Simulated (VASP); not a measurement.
BAs3, 4 atoms in the cell. It takes space group P4/mmm (No. 123, tetragonal). The conventional cell has a = 4.500 Å, b = 4.500 Å, c = 3.239 Å, α = 90.00°, β = 90.00°, γ = 90.00°. Within 3.7 Å of B (site symmetry 4/mmm) lie 12 As at 2.77 to 3.18 Å and 2 B at 3.24 Å. As (site symmetry mmm) has 4 B at 2.77 Å and 10 As at 2.77 to 3.24 Å within 3.7 Å. Within 3.7 Å of As (site symmetry 4/mmm) lie 10 As at 2.77 to 3.24 Å and 4 B at 3.18 Å. 

| Property | Result |
| --- | --- |
| Program | VASP 6.6.1 |
| Task | single point |
| Functional | PBE |
| Potentials or basis | VASP PAW PBE potentials, release 64 (B, As) |
| Cutoff | 520 eV |
| k mesh | 12 × 12 × 12 |
| Occupations | gaussian, width 0.1 eV |
| Spin | no spin polarisation |
| Dipole correction | no |
| Further INCAR settings | ALGO = Normal; EDIFF = 1e-07; NBANDS = 17 |

Potentials or basis: VASP PAW PBE potentials, release 64 (B, As).

Command:

```sh
$ cat potpaw_PBE.64/B/POTCAR potpaw_PBE.64/As/POTCAR > POTCAR
$ mpirun -np 1 vasp_std > vasp.out
```

Hardware: 1 thread of Intel(R) Xeon(R) Platinum 8259CL CPU @ 2.50GHz (Skylake/Cascade Lake), with other jobs on the host.

How long does it take, and how much memory?

Wall time 2.1 min on 1 thread of Intel(R) Xeon(R) Platinum 8259CL CPU @ 2.50GHz (Skylake/Cascade Lake), with other jobs on the host, peak memory 0.32 GiB. Counts: scf iterations 13, k points 196.
